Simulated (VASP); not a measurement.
Input of a VASP 6.6.1 run:

Contents of INCAR:

```
SYSTEM = BaF2
PREC     = Accurate       ! precision mode
ENCUT    = 600            ! plane-wave cutoff, eV
EDIFF    = 1E-6           ! SCF threshold, eV
ISMEAR   = 0              ! smearing method
SIGMA    = 0.022          ! smearing width, eV
LREAL    = .False.        ! projectors in reciprocal space
LASPH    = .True.         ! aspherical terms in the spheres
NELM     = 120            ! most SCF steps
ALGO     = Normal         ! electronic algorithm
ISIF     = 2              ! what is computed and relaxed
LWAVE    = .False.        ! write WAVECAR
LCHARG   = .True.         ! write CHGCAR
GGA      = PE             ! functional
LELF     = .True.         ! ELF
LVHAR    = .True.       
NBANDS   = 19             ! bands
GGA_COMPAT= .False.
```

Contents of KPOINTS:

```
regular mesh
0
Gamma
  8 8 8
  0 0 0
```

The input POSCAR:

```
BaF2
1.0
    0.0000000000      3.1000500000      3.1000500000
    3.1000500000      0.0000000000      3.1000500000
    3.1000500000      3.1000500000      0.0000000000
Ba F
1 2
Direct
    0.0000000000      0.0000000000      0.0000000000
    0.7500000000      0.7500000000      0.7500000000
    0.2500000000      0.2500000000      0.2500000000
```

Potentials or basis: VASP PAW PBE potentials, release 64 (Ba_sv, F).

Command:

```sh
$ cat potpaw_PBE.64/Ba_sv/POTCAR potpaw_PBE.64/F/POTCAR > POTCAR
$ mpirun -np 1 vasp_std > vasp.out
```

What does it give for the band gap on the k mesh?

6.76 eV (least direct gap 6.84 eV).

Estimate the pressure.

2.3 GPa.

Caveat: spin-orbit coupling is left out, which moves the levels of the heavy elements. A k mesh can miss the band edges.
